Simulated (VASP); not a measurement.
# ZnO: single point with PBE-based screened hybrid

ZnO:

```xyz
2
Lattice="2.6462 0.0000 0.0000 0.0000 2.6462 0.0000 0.0000 0.0000 2.6462" Properties=species:S:1:pos:R:3 pbc="T T T"
Zn    0.0000    0.0000    0.0000
O     1.3231    1.3231    1.3231
```

```
Program                            : VASP 6.6.1
Task                               : single point
Functional                         : PBE-based screened hybrid
Potentials or basis                : VASP PAW PBE potentials, release 64 (Zn, O)
Cutoff                             : 520 eV
k mesh                             : 4 × 4 × 4
Occupations                        : fermi-dirac, width 0.02 eV
Spin                               : no spin polarisation
Dipole correction                  : no
Grid for exact exchange (PRECFOCK) : Normal
Share of exact exchange            : 0.05
Further INCAR settings             : ALGO = Normal; EDIFF = 1e-06; NBANDS = 16
Screening parameter                : 0.5 1/Å
```

- Pressure: 9.0 GPa
- Band gap on the k mesh: zero (band 9 reaches 3.47 eV, above the bottom of band 10 at 3.02 eV)

Levels at points of the mesh, in eV from the Fermi level:
```
           k point  band 6  band 7  band 8  band 9  band 10  band 11  band 12  band 13
(0.00, 0.00, 0.00)   -5.68   -1.33   -1.33   -1.33    -0.49    14.50    14.50    18.27
(0.50, 0.00, 0.00)   -5.64   -4.75   -0.03   -0.03     5.44     7.06    16.24    16.24
(0.50, 0.50, 0.00)   -5.39   -5.22   -5.22   -0.21     2.90    10.64    10.64    16.31
(0.50, 0.50, 0.50)   -5.37   -1.51   -1.51   -1.51     5.68     5.68     5.68    10.16
```

Run time: 4.2 min on 1 thread of AMD EPYC 7R43 64-Core Processor (Zen 3), with other jobs on the host, peak memory 0.19 GiB.

Caveat: the k points lie up to 0.59 Å⁻¹ apart; the PAW data sets were made with another functional, which shifts forces and pressure a little.
